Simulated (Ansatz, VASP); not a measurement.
Two plane-wave programs on TiAl3

```
Ti Al
1.0
     2.80078    0.00000    0.00000
     0.00000    4.71452    0.00000
     0.00000    0.00000    4.93225
Ti Al
1 3
Direct
  0.00000 0.50000 0.16295
  0.50000 0.50000 0.66399
  0.50000 0.00000 0.33383
  0.00000 0.00000 0.83922
```

Alike in both runs: functional PBE; k mesh 16 × 10 × 10; occupations gaussian, width 0.1 eV; no spin polarisation.

Ansatz relaxed the structure, and its values are those at the end. VASP's run is a single point on that final structure, the one shown.

|  | VASP | Ansatz |
| --- | --- | --- |
| version | VASP 6.6.1 | Ansatz 0.2.0 |
| potentials or method | VASP PAW PBE potentials, release 64 (Ti_sv, Al), cutoff 520 eV | scalar-relativistic, plane waves, PAW |
| valence electrons in the cell | 21 | 21 |

|  | VASP | Ansatz | Ansatz less VASP |
| --- | --- | --- | --- |
| gap on the k mesh at the Fermi level (eV) | none | none | - |
| pressure (GPa) | 0.0 | 0.0 | +0.03 |

A gap of «none» marks a metal or a gap that the smearing closes. The functional is the same, so the differences come from potentials, cutoffs and numerics.
